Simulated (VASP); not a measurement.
Crystal: NdTl2P3.

```
CELL_PARAMETERS angstrom
4.88517 0.00000 0.00000
-2.44258 4.23068 0.00000
0.00000 0.00000 8.75953
ATOMIC_POSITIONS crystal
Nd 0.00000 0.00000 0.50000
Tl 0.00000 0.00000 0.20246
Tl 0.00000 0.00000 0.79754
P 0.33333 0.66667 0.50000
P 0.66667 0.33333 0.50000
P 0.00000 0.00000 0.00000
```

The cell was generated, and may not be a known phase.

* Program: VASP 6.6.1
* Task: relaxation of cell and atoms
* Functional: PBE
* Potentials or basis: VASP PAW PBE potentials, release 64 (Nd_3, Tl_d, P), 4f in core
* Cutoff: 500 eV
* k mesh: 4 × 4 × 2
* Occupations: gaussian, width 0.2 eV
* Spin: no spin polarisation

At the start: pressure 38.4 GPa; volume 30.17 Å³/atom.

**Question.** Where does the relaxation end?

**Answer.** Over 28 steps the energy falls by 2307.5 meV/atom and the volume is 41.48 Å³/atom (+37.5 %); space group P6/mmm (No. 191, to 0.1 Å) before and after.

Step by step:
```
step  energy change (eV)  largest force (eV/Å)  pressure (GPa)  volume (Å³)
   1              0.0000               23.1206           38.39       181.04
   2             -5.7568                0.9300           -5.94       378.11
   3             -8.2891                1.5337           -2.15       341.93
   4             -8.7410                1.8186           -1.18       329.83
   5             -9.2583                2.3633            0.10       310.36
   6             -9.6229                6.3463            4.50       244.85
   7             -9.2091                3.7423            1.75       286.99
   8             -9.1196                3.3812            1.35       295.44
   9             -9.0059                3.0564            0.91       304.28
  10             -9.5053                1.1389           -1.29       318.22
  11             -9.5109                1.2825           -1.08       316.73
  12             -9.8732                1.3494           -0.69       306.37
  13            -11.0104                1.7199            0.10       275.95
  14            -13.2292                1.6263            4.06       218.08
  15            -11.2695                4.5021           13.02       193.88
  16            -13.1583                1.7245            4.42       216.22
  17            -12.8614                0.0777            7.18       204.97
  18            -13.1439                1.5425            4.87       213.90
  19            -13.3228                0.5038            4.69       215.31
  20            -13.3394                0.0068            4.71       215.90
  21            -13.5408                0.0624            3.42       222.77
  22            -13.8244                0.2303            0.46       243.96
  23            -13.8336                0.2695           -0.01       248.34
  24            -13.8338                0.2764           -0.08       249.10
  25            -13.8365                0.2399           -0.06       249.07
  26            -13.8422                0.1313            0.00       248.98
  27            -13.8438                0.0896            0.14       248.81
  28            -13.8447                0.0049            0.08       248.88
```

Final structure:
```
Nd Tl P
1.0
     4.96556    0.00000    0.00000
    -2.48278    4.30030    0.00000
     0.00000    0.00000   11.65510
Nd Tl P
1 2 3
Direct
  0.00000 0.00000 0.50000
  0.00000 0.00000 0.21659
  0.00000 0.00000 0.78341
  0.33333 0.66667 0.50000
  0.66667 0.33333 0.50000
  0.00000 0.00000 0.00000
```

Caveat: the k points lie up to 0.37 Å⁻¹ apart in the final cell, too coarse for converged energies and pressures of a metal; the volume moved by over 15 % at a fixed basis, so the end points are rough.
